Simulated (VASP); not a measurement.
# SrCuSi (P-6m2) in VASP: notebook

Runs on SrCuSi. Level: LDA. Tasks: single point.

Everything below comes from runs of VASP 6.6.1. Logs are shortened: lines on timing, memory, paths and dates and some standing lists are left out, and cuts for length are marked.

### Step 1. The cell of the first run

The structure is hexagonal, space group P-6m2 (No. 187). The conventional cell has a = 4.062 Å, b = 4.062 Å, c = 4.637 Å, α = 90.00°, β = 90.00°, γ = 120.00°. Within 4.3 Å of Sr (site symmetry -6m2) lie 6 Si at 3.30 Å and 6 Cu at 3.30 Å and 6 Sr at 4.06 Å. Within 3.1 Å of Si (site symmetry -6m2) lie 3 Cu at 2.35 Å. Within 3.1 Å of Cu (site symmetry -6m2) lie 3 Si at 2.35 Å.

### Step 2. Single point, LDA

Input file INCAR:

```
ALGO     = Normal         # electronic algorithm
EDIFF    = 1E-6           # SCF threshold, eV
ENCUT    = 520            # plane-wave cutoff, eV
ISIF     = 2              # what is computed and relaxed
ISMEAR   = -1             # smearing method
LASPH    = True           # aspherical terms in the spheres
LCHARG   = False          # write CHGCAR
LREAL    = False          # projectors in reciprocal space
LWAVE    = False          # write WAVECAR
NBANDS   = 20             # bands
NELM     = 60             # most SCF steps
PREC     = Accurate       # precision mode
SIGMA    = 0.05           # smearing width, eV
```

Input file KPOINTS:

```
k-points
0
Gamma
  8 8 6
```

Input file POSCAR:

```
SrCuSi
1.0
    4.0621660992      0.0000000000      0.0000000000
   -2.0310830496      3.5179384247      0.0000000000
    0.0000000000      0.0000000000      4.6365331232
Sr Si Cu
1 1 1
Direct
    0.0000000000      0.0000000000      0.0000000000
    0.6666666667      0.3333333333      0.5000000000
    0.3333333333      0.6666666667      0.5000000000
```

Potentials or basis: VASP PAW LDA potentials, release 64 (Sr_sv, Si, Cu).

On the command line:

```
> cat potpaw_LDA.64/Sr_sv/POTCAR potpaw_LDA.64/Si/POTCAR potpaw_LDA.64/Cu/POTCAR > POTCAR
> mpirun -np 1 vasp_std > vasp.out
```

OUTCAR:

```text
EDIFF = 1E-6
   ENCUT = 520
   ISIF = 2
   ISMEAR = -1
   LASPH = True
   LREAL = False
   NELM = 60
   PREC = Accurate

 ion  position               nearest neighbor table
   1  0.000  0.000  0.000-   3 3.30   3 3.30   2 3.30   2 3.30   2 3.30   3 3.30   2 3.30   3 3.30
                             2 3.30   2 3.30   3 3.30   3 3.30
   2  0.667  0.333  0.500-   3 2.35   3 2.35   3 2.35   1 3.30   1 3.30   1 3.30   1 3.30   1 3.30
                             1 3.30
   3  0.333  0.667  0.500-   2 2.35   2 2.35   2 2.35   1 3.30   1 3.30   1 3.30   1 3.30   1 3.30
                             1 3.30

  LATTYP: Found a hexagonal cell.
 ALAT       =     4.0621660992
 C/A-ratio  =     1.1413942734

  Lattice vectors:

 A1 = (   4.0621660992,   0.0000000000,   0.0000000000)
 A2 = (  -2.0310830496,   3.5179384247,   0.0000000000)
 A3 = (   0.0000000000,   0.0000000000,   4.6365331232)

Analysis of symmetry for initial positions (statically):
=====================================================================
 Subroutine PRICEL returns:
 Original cell was already a primitive cell.

 Routine SETGRP: Setting up the symmetry group for a
 hexagonal supercell.

 Subroutine GETGRP returns: Found 12 space group operations
 (whereof 12 operations were pure point group operations)
 out of a pool of 24 trial point group operations.

The static configuration has the point symmetry D_3h.

Analysis of symmetry for dynamics (positions and initial velocities):
=====================================================================
 Subroutine PRICEL returns:
 Original cell was already a primitive cell.

 Routine SETGRP: Setting up the symmetry group for a
 hexagonal supercell.

 Subroutine GETGRP returns: Found 12 space group operations
 (whereof 12 operations were pure point group operations)
 out of a pool of 24 trial point group operations.

The dynamic configuration has the point symmetry D_3h.

 Subroutine INISYM returns: Found 12 space group operations
 (whereof 12 operations are pure point group operations),
 and found     1 'primitive' translations

----------------------------------------------------------------------------------------

                                     Primitive cell

  volume of cell :      66.2581

  direct lattice vectors                    reciprocal lattice vectors
     4.062166099  0.000000000  0.000000000     0.246174079  0.142128696  0.000000000
    -2.031083050  3.517938425  0.000000000     0.000000000  0.284257391  0.000000000
     0.000000000  0.000000000  4.636533123     0.000000000  0.000000000  0.215678390

  length of vectors
     4.062166099  4.062165570  4.636533123     0.284257354  0.284257391  0.215678390

  position of ions in fractional coordinates (direct lattice)
     0.000000000  0.000000000  0.000000000
     0.666666667  0.333333333  0.500000000
     0.333333333  0.666666667  0.500000000

  ion indices of the primitive-cell ions
   primitive index   ion index
                 1           1
                 2           2
                 3           3

----------------------------------------------------------------------------------------

 KPOINTS: k-points

Automatic generation of k-mesh.
 Grid dimensions read from file:
 generate k-points for:    8    8    6

 Generating k-lattice:

  Cartesian coordinates                     Fractional coordinates (reciprocal lattice)
     0.030771760  0.017766087  0.000000000     0.125000000  0.000000000  0.000000000
     0.000000000  0.035532174  0.000000000     0.000000000  0.125000000  0.000000000
     0.000000000  0.000000000  0.035946398     0.000000000  0.000000000  0.166666667

  Length of vectors
     0.035532169  0.035532174  0.035946398

  Shift w.r.t. Gamma in fractional coordinates (k-lattice)
     0.000000000  0.000000000  0.000000000

 Subroutine IBZKPT returns following result:
 ===========================================

 Found     40 irreducible k-points:

 Following reciprocal coordinates:
            Coordinates               Weight
  0.000000  0.000000  0.000000      1.000000
  0.125000 -0.000000  0.000000      6.000000
  0.250000 -0.000000  0.000000      6.000000
  0.375000 -0.000000  0.000000      6.000000
  0.500000 -0.000000  0.000000      3.000000
  0.125000  0.125000  0.000000      6.000000
[... 16 lines left out ...]
  0.250000 -0.000000  0.333333     12.000000
  0.375000 -0.000000  0.333333     12.000000
 [... further k-points ...]
   k-points           NKPTS =     40   k-points in BZ     NKDIM =     40   number of bands    NBANDS=     20
   number of dos      NEDOS =    301   number of ions     NIONS =      3
   total plane-waves  NPLWV =  32400
   dimension x,y,z NGX =    30 NGY =   30 NGZ =   36
   dimension x,y,z NGXF=    60 NGYF=   60 NGZF=   72
   ions per type =               1   1   1
   NGX,Y,Z   is equivalent  to a cutoff of  12.28, 12.28, 12.91 a.u.
   NGXF,Y,Z  is equivalent  to a cutoff of  24.56, 24.56, 25.82 a.u.
 SYSTEM =  unknown system
   PREC   = accura    normal or accurate (medium, high low for compatibility)
   ISTART =      0    job   : 0-new  1-cont  2-samecut
   ICHARG =      2    charge: 1-file 2-atom 10-const
   ISPIN  =      1    spin polarized calculation?
   LNONCOLLINEAR =      F non collinear calculations
   LSORBIT =      F    spin-orbit coupling
   LASPH  =      T    aspherical Exc in radial PAW
   ENCUT  =  520.0 eV  38.22 Ry    6.18 a.u.   7.55  7.55  8.62*2*pi/ulx,y,z
   NELM   =     60;   NELMIN=  2; NELMDL= -5     # of ELM steps
   EDIFF  = 0.1E-05   stopping-criterion for ELM
   LREAL  =      F    real-space projection
   EDIFFG = 0.1E-04   stopping-criterion for IOM
   NSW    =      0    number of steps for IOM
   IBRION =     -1    ionic relax: 0-MD 1-quasi-New 2-CG
   NFREE  =      0    steps in history (QN), initial steepest desc. (CG)
   ISIF   =      2    stress and relaxation
   ISYM   =      2    0-nonsym 1-usesym 2-fastsym
   POTIM  = 0.5000    time-step for ionic-motion
   TEBEG  =    0.0;   TEEND  =   0.0 temperature during run
   PSTRESS=    0.0 pullay stress
   NELECT =      25.0000    total number of electrons
   NUPDOWN=      -1.0000    fix difference up-down
   EMIN   =  10.00;   EMAX   =-10.00  energy-range for DOS
   EFERMI =   0.00;   METHOD = LEGACY
   ISMEAR =    -1;   SIGMA  =   0.05  broadening in eV -4-tet -1-fermi 0-gaus
   EFERMI_NEDOS =   21; number of points for ismear=-14 and -15
   IALGO  =     38    algorithm
   IMIX   =      4    mixing-type and parameters
     AMIX     =   0.40;   BMIX     =  1.00
     AMIX_MAG =   1.60;   BMIX_MAG =  1.00
  volume/ion in A,a.u.               =      22.09       149.04
  Fermi-wavevector in a.u.,A,eV,Ry     =   1.182974  2.235496 19.040356  1.399427
  Thomas-Fermi vector in A             =   2.319217
   LORBIT       =      0    0 simple, 1 ext, 2 COOP (PROOUT), +10 PAW based schemes
   GGA     = CA    functional components
   LHFCALC =     F    Hartree Fock is set to
   AEXX    =    0.0000 exact exchange contribution
   IVDW    =     0    specifies the selected vdW correction
   LEPSILON=     F    determine dielectric tensor
   LRPA    =     F    only Hartree local field effects (RPA)
 non-spin polarized calculation
  energy-cutoff  :      520.00
  volume of cell :       66.26
 maximum number of plane-waves:      1811
   NGX = 15   NGY = 15   NGZ = 17

 number of electron      24.9999996 magnetization

 Free energy of the ion-electron system (eV)
  ---------------------------------------------------
  ext. energy  EPLUGINS =         0.00000000
  ---------------------------------------------------
  free energy    TOTEN  =       -13.67095100 eV

  energy without entropy =      -13.66281250  energy(sigma->0) =      -13.66688175

 E-fermi :   4.1682     XC(G=0): -10.0504

 val. band max:        4.1668084196   @ k =   0.5000  -0.0000   0.0000
 cond. band min:       4.1903707653   @ k =   0.2500   0.2500   0.0000
 fundamental gap:      0.0235623457
 Fermi energy:         4.1682350252

 k-point     1 :       0.0000    0.0000    0.0000
  band No.  band energies     occupation
      1     -30.5193      2.00000
      2     -12.6366      2.00000
      3     -12.5874      2.00000
      4     -12.5874      2.00000
      5      -4.5960      2.00000
      6       0.3770      2.00000
[... 12 lines left out ...]
     19       9.3371      0.00000
     20      10.2122      0.00000

 k-point     2 :       0.1250   -0.0000    0.0000
  band No.  band energies     occupation
      1     -30.5162      2.00000
      2     -12.6356      2.00000
      3     -12.6289      2.00000
      4     -12.5977      2.00000
      5      -4.4131      2.00000
      6       0.3170      2.00000
[... 12 lines left out ...]
     19       9.3841      0.00000
     20      10.3089      0.00000

 k-point     3 :       0.2500   -0.0000    0.0000
  band No.  band energies     occupation
      1     -30.5086      2.00000
      2     -12.7484      2.00000
      3     -12.6221      2.00000
      4     -12.6100      2.00000
      5      -3.9074      2.00000
      6       0.1537      2.00000
[... 12 lines left out ...]
     19       9.3813      0.00000
     20      11.4136      0.00000

 k-point     4 :       0.3750   -0.0000    0.0000
  band No.  band energies     occupation
      1     -30.5009      2.00000
      2     -12.8569      2.00000
      3     -12.6464      2.00000
      4     -12.5910      2.00000
      5      -3.2360      2.00000
      6      -0.0916      2.00000
[... 429 lines left out ...]
 k-point    23 :       0.2500   -0.0000    0.3333
  band No.  band energies     occupation
      1     -30.5069      2.00000
      2     -12.7372      2.00000
      3     -12.6803      2.00000
      4     -12.6175      2.00000
      5      -3.6004      2.00000
      6       0.2461      2.00000
[... 12 lines left out ...]
     19      10.2513      0.00000
     20      11.7065      0.00000

 k-point    24 :       0.3750   -0.0000    0.3333
  band No.  band energies     occupation
      1     -30.4994      2.00000
      2     -12.8405      2.00000
      3     -12.6507      2.00000
      4     -12.6416      2.00000
      5      -3.1541      2.00000
      6       0.1612      2.00000
[... 12 lines left out ...]
     19      10.8295      0.00000
     20      11.9536      0.00000

 [... further k-points ...]

------------------------ aborting loop because EDIFF is reached ----------------------------------------

  FORCE on cell =-STRESS in cart. coord.  units (eV):
  Direction    XX          YY          ZZ          XY          YZ          ZX
  --------------------------------------------------------------------------------------
  -------------------------------------------------------------------------------------
  Total       -1.1828474     -1.1828470     -0.7374567      0.0000000      0.0000000     -0.0000000
  in kB      -28.6022392    -28.6022292    -17.8323181      0.0000000      0.0000000     -0.0000000
  external PRESSURE =     -25.0122622 kB  Pullay stress =       0.0000000 kB

 VOLUME and BASIS-vectors are now :
 -----------------------------------------------------------------------------
  energy-cutoff  :      520.00
  volume of cell :       66.26
      direct lattice vectors                 reciprocal lattice vectors
     4.062166099  0.000000000  0.000000000     0.246174079  0.142128696  0.000000000
    -2.031083050  3.517938425  0.000000000     0.000000000  0.284257391  0.000000000
     0.000000000  0.000000000  4.636533123     0.000000000  0.000000000  0.215678390

 POSITION                                       TOTAL-FORCE (eV/Angst)
 -----------------------------------------------------------------------------------
      0.00000      0.00000      0.00000        -0.000000      0.000000      0.000000
      2.03108      1.17265      2.31827         0.000000      0.000000      0.000000
     -0.00000      2.34529      2.31827        -0.000000     -0.000000      0.000000
 -----------------------------------------------------------------------------------
    total drift:                                0.000002     -0.000011     -0.000000

  FREE ENERGIE OF THE ION-ELECTRON SYSTEM (eV)
  ---------------------------------------------------
  free  energy   TOTEN  =       -13.6709509953 eV

  energy  without entropy=      -13.6628124980  energy(sigma->0) =      -13.66688175
```

Run time: 51 s. Hardware: 1 thread of Intel Xeon Platinum 8488C (Sapphire Rapids), shared host; peak memory 0.19 GiB.

Results:

| Item | Value |
| --- | --- |
| Free energy | -13.6710 eV |
| Pressure | -2.5 GPa |

Stress tensor (GPa, compression positive):
```
-2.86  0.00  0.00
 0.00 -2.86  0.00
 0.00  0.00 -1.78
```

### Step 3. Single point, LDA

This run uses another cell than the first one, of 22.54 Å³/atom, 1.020 times its volume.

Input file INCAR:

```
PREC     = Accurate       # precision mode
ENCUT    = 520            # plane-wave cutoff, eV
EDIFF    = 1E-6           # SCF threshold, eV
ISMEAR   = -1             # smearing method
SIGMA    = 0.05           # smearing width, eV
LREAL    = F              # projectors in reciprocal space
LASPH    = T              # aspherical terms in the spheres
NELM     = 60             # most SCF steps
ALGO     = Normal         # electronic algorithm
ISIF     = 2              # what is computed and relaxed
LWAVE    = F              # write WAVECAR
LCHARG   = F              # write CHGCAR
GGA      = CA             # functional
NBANDS   = 20             # bands
```

Input file KPOINTS:

```
regular mesh
0
Gamma
  8 8 6
```

Input file POSCAR:

```
SrCuSi
1.0
    4.0896140000      0.0000000000      0.0000000000
   -2.0448070000      3.5417090000      0.0000000000
    0.0000000000      0.0000000000      4.6678620000
Sr Si Cu
1 1 1
Direct
    0.0000000000      0.0000000000      0.0000000000
    0.6666666667      0.3333333333      0.5000000000
    0.3333333333      0.6666666667      0.5000000000
```

Potentials or basis: VASP PAW LDA potentials, release 64 (Sr_sv, Si, Cu).

On the command line:

```
> cat potpaw_LDA.64/Sr_sv/POTCAR potpaw_LDA.64/Si/POTCAR potpaw_LDA.64/Cu/POTCAR > POTCAR
> mpirun -np 1 vasp_std > vasp.out
```

Wall time 65 s (1 thread of Intel Xeon Platinum 8488C (Sapphire Rapids), shared host); peak memory 0.19 GiB.

The run converged. Its results:

- Free energy: -13.6449 eV
- Pressure: -3.6 GPa

Stress tensor (GPa, compression positive):
```
-4.09  0.00  0.00
 0.00 -4.09  0.00
 0.00  0.00 -2.74
```

Levels at points of the mesh, in eV from the Fermi level:
```csv
k point,band 8,band 9,band 10,band 11,band 12,band 13,band 14,band 15,band 16,band 17
"(0.00, 0.00, 0.00)",-3.24,-2.98,-2.98,-0.52,0.85,1.19,1.19,3.25,5.09,5.09
"(0.50, 0.00, 0.00)",-3.27,-3.09,-3.05,-2.98,-0.20,-0.01,1.17,3.50,4.22,4.43
"(0.00, 0.00, 0.50)",-3.43,-3.01,-3.01,-2.85,2.07,2.07,3.34,3.34,3.44,3.44
"(0.50, 0.00, 0.50)",-3.30,-3.02,-3.00,-2.79,-0.62,-0.60,0.22,3.77,4.81,6.27
```

### Step 4. Single point, LDA

This run uses another cell than the first one, of 22.99 Å³/atom, 1.041 times its volume.

Input file INCAR:

```
PREC     = Accurate       # precision mode
ENCUT    = 520            # plane-wave cutoff, eV
EDIFF    = 1E-6           # SCF threshold, eV
ISMEAR   = -1             # smearing method
SIGMA    = 0.05           # smearing width, eV
LREAL    = False          # projectors in reciprocal space
LASPH    = True           # aspherical terms in the spheres
NELM     = 80             # most SCF steps
ALGO     = Normal         # electronic algorithm
ISIF     = 2              # what is computed and relaxed
LWAVE    = False          # write WAVECAR
LCHARG   = False          # write CHGCAR
GGA      = CA             # functional
NBANDS   = 20             # bands
```

Input file KPOINTS:

```
Automatic mesh
0
Gamma
  8 8 6
```

Input file POSCAR:

```
SrCuSi
1.0
    4.1166983257      0.0000000000      0.0000000000
   -2.0583491629      3.5651647101      0.0000000000
    0.0000000000      0.0000000000      4.6987758943
Sr Si Cu
1 1 1
Direct
    0.0000000000      0.0000000000      0.0000000000
    0.6666666667      0.3333333333      0.5000000000
    0.3333333333      0.6666666667      0.5000000000
```

On the command line:

```
> cat potpaw_LDA.64/Sr_sv/POTCAR potpaw_LDA.64/Si/POTCAR potpaw_LDA.64/Cu/POTCAR > POTCAR
> mpirun -np 1 vasp_std > vasp.out
```

It took 67 s on 1 thread of Intel Xeon Platinum 8488C (Sapphire Rapids), shared host; peak memory 0.2 GiB.

It converged, with:

* Free energy: -13.6098 eV
* Pressure: -4.7 GPa

Stress tensor (GPa, compression positive):
```
-5.22  0.00  0.00
 0.00 -5.22  0.00
 0.00  0.00 -3.64
```

Levels at points of the mesh, in eV from the Fermi level:
```
           k point  band 8  band 9  band 10  band 11  band 12  band 13  band 14  band 15  band 16  band 17
(0.00, 0.00, 0.00)   -3.19   -2.93    -2.93    -0.53     0.85     1.17     1.17     3.13     5.01     5.01
(0.50, 0.00, 0.00)   -3.22   -3.04    -3.00    -2.94    -0.18    -0.02     1.18     3.46     4.11     4.38
(0.00, 0.00, 0.50)   -3.39   -2.96    -2.96    -2.81     2.03     2.03     3.32     3.32     3.41     3.41
(0.50, 0.00, 0.50)   -3.25   -2.97    -2.96    -2.75    -0.60    -0.60     0.22     3.70     4.74     6.17
```

[end of part 1 of 2]
